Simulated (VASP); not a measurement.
A run of VASP 6.6.1 is set up as follows.

The input INCAR:

```
PREC = Accurate
ENCUT = 600
EDIFF = 1E-6
ISMEAR = 0
SIGMA = 0.02
LREAL = F
LASPH = T
NELM = 100
ALGO = Normal
ISIF = 3
LWAVE = F
LCHARG = F
GGA = PE
IBRION = 2
NSW = 100
EDIFFG = -0.005
```

The input KPOINTS:

```
Automatic mesh
0
Gamma
  6 6 6
```

POSCAR

```
KBaLaWO6
1.0
    0.0000000000      4.3589806500      4.3589806500
    4.3589806500      0.0000000000      4.3589806500
    4.3589806500      4.3589806500      0.0000000000
Ba K La O W
1 1 1 6 1
Direct
    0.2500000000      0.2500000000      0.2500000000
    0.7500000000      0.7500000000      0.7500000000
    0.0000000000      0.0000000000      0.0000000000
    0.7254858600      0.2745141400      0.2745141400
    0.2745141400      0.7254858600      0.7254858600
    0.2745141400      0.7254858600      0.2745141400
    0.7254858600      0.2745141400      0.7254858600
    0.2745141400      0.2745141400      0.7254858600
    0.7254858600      0.7254858600      0.2745141400
    0.5000000000      0.5000000000      0.5000000000
```

Potentials or basis: VASP PAW PBE potentials, release 64 (Ba_sv, K_sv, La, O, W_sv).

Launch:

```bash
$ cat potpaw_PBE.64/Ba_sv/POTCAR potpaw_PBE.64/K_sv/POTCAR potpaw_PBE.64/La/POTCAR potpaw_PBE.64/O/POTCAR potpaw_PBE.64/W_sv/POTCAR > POTCAR
$ mpirun -np 1 vasp_std > vasp.out
```

Task: Predict the band gap on the k mesh.

Result: 2.54 eV, indirect (least direct gap 2.58 eV).

Task: Estimate the relaxed cell.

Result: a = 6.119 Å, b = 6.119 Å, c = 6.119 Å, α = 60.00°, β = 60.00°, γ = 60.00°.

Task: Predict the space group after relaxing (to 0.05 Å).

Result: F-43m (No. 216).

Forces in eV/Å, atoms in the order of the input:
```
Ba   0.000  0.000  0.000
K    0.000  0.000  0.000
La   0.000  0.000  0.000
O   -0.005  0.000  0.000
O    0.005  0.000  0.000
O    0.000 -0.005  0.000
O    0.000  0.005  0.000
O    0.000  0.000 -0.005
O    0.000  0.000  0.005
W    0.000  0.000  0.000
```

Caveat: spin-orbit coupling is left out, which moves the levels of the heavy elements. A k mesh can miss the band edges.
